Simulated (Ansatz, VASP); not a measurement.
## Si2C3 in VASP and in Ansatz

```
Si C
1.0
     3.34523    0.00000    0.00000
    -1.67262    2.89706    0.00000
     0.00000    0.00000    6.04990
Si C
2 3
Direct
  0.00000 0.00000 0.28184
  0.00000 0.00000 0.71816
  0.50000 0.00000 0.00000
  0.00000 0.50000 0.00000
  0.50000 0.50000 0.00000
```

Alike in both runs: functional PBE; k mesh 5 × 5 × 3; occupations gaussian, width 0.2 eV; no spin polarisation.

Ansatz relaxed the structure, and its values are those at the end. VASP's run is a single point on that final structure, the one shown.

```csv
,VASP,Ansatz
version,VASP 6.6.1,Ansatz 0.2.0
potentials or method,"VASP PAW PBE potentials, release 64 (Si, C), cutoff 600 eV","scalar-relativistic, plane waves, PAW"
valence electrons in the cell,20,20
```

Ansatz gave:

| Quantity | Value |
| --- | --- |
| gap on the k mesh at the Fermi level (eV) | none |
| pressure (GPa) | -0.2 |
| rms of the force components (eV/Å) | 0.020 |

Q: Which values does VASP return?

A: gap on the k mesh at the Fermi level (eV): none; pressure (GPa): -0.3; rms of the force components (eV/Å): 0.021.

A gap of «none» marks a metal or a gap that the smearing closes.

The k mesh is coarse, so the values compare programs but aren't converged.
